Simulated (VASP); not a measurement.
Wanted: the native input for a VASP 6.6.1 run.

| Quantity | Value |
| --- | --- |
| Task | single point |
| Functional | r2SCAN |
| Potentials or basis | VASP PAW PBE potentials, release 64 (Rb_sv, Br) |
| Cutoff | 520 eV |
| k mesh | 6 × 6 × 6 |
| Occupations | gaussian, width 0.01 eV |
| Spin | no spin polarisation |
| Dipole correction | no |
| Further INCAR settings | ALGO = Normal; EDIFF = 1e-06; NBANDS = 15 |

The system is RbBr.

```xyz
2
Lattice="0.0281 3.4716 3.4716 3.4716 0.0281 3.4716 3.4716 3.4716 0.0281" Properties=species:S:1:pos:R:3 pbc="T T T"
Rb    0.0000    0.0000    0.0000
Br    3.4857    3.4857    3.4857
```

This cell differs from its parent crystal: epitaxial 111 strain -0.5%.

One way to write it, as run:

POSCAR

```
RbBr
1.0
    0.0280869168      3.4716088936      3.4716088936
    3.4716088936      0.0280869168      3.4716088936
    3.4716088936      3.4716088936      0.0280869168
Rb Br
1 1
Direct
    0.0000000000      0.0000000000      0.0000000000
    0.5000000000      0.5000000000      0.5000000000
```

INCAR.step1

```
SYSTEM = RbBr
PREC     = Accurate       ! precision mode
ENCUT    = 520            ! plane-wave cutoff, eV
ISMEAR   = 0              ! smearing method
SIGMA    = 0.01           ! smearing width, eV
LREAL    = .False.        ! projectors in reciprocal space
LASPH    = .True.         ! aspherical terms in the spheres
NELM     = 80             ! most SCF steps
NBANDS   = 15             ! bands
GGA      = PE             ! functional
ALGO     = Normal         ! electronic algorithm
EDIFF    = 1E-4           ! SCF threshold, eV
LWAVE    = .True.         ! write WAVECAR
LCHARG   = .False.        ! write CHGCAR
```

INCAR.step2

```
SYSTEM = RbBr
PREC     = Accurate       ! precision mode
ENCUT    = 520            ! plane-wave cutoff, eV
EDIFF    = 1E-6           ! SCF threshold, eV
ISMEAR   = 0              ! smearing method
SIGMA    = 0.01           ! smearing width, eV
LREAL    = .False.        ! projectors in reciprocal space
LASPH    = .True.         ! aspherical terms in the spheres
NELM     = 80             ! most SCF steps
ALGO     = Normal         ! electronic algorithm
ISIF     = 2              ! what is computed and relaxed
LWAVE    = .False.        ! write WAVECAR
LCHARG   = .False.        ! write CHGCAR
METAGGA  = R2SCAN         ! meta-GGA
LMIXTAU  = .True.       
NBANDS   = 15             ! bands
ISTART   = 1
```

KPOINTS

```
Automatic mesh
0
Gamma
  6 6 6
  0 0 0
```

Potentials or basis: VASP PAW PBE potentials, release 64 (Rb_sv, Br).

The run is started by

```bash
$ cat potpaw_PBE.64/Rb_sv/POTCAR potpaw_PBE.64/Br/POTCAR > POTCAR
$ cp INCAR.step1 INCAR
$ mpirun -np 1 vasp_std > vasp.out
$ cp INCAR.step2 INCAR
$ mpirun -np 1 vasp_std > vasp.out
```

It gave:

- Pressure: 0.1 GPa
- Band gap on the k mesh: 4.89 eV

Caveat: the cell differs from its parent crystal (epitaxial 111 strain -0.5%); the PAW data sets were made with another functional, which shifts forces and pressure a little.

Run time: 5.9 min on 1 thread of Oxide Virtual Turin-like Processor (shared host), peak memory 0.23 GiB.
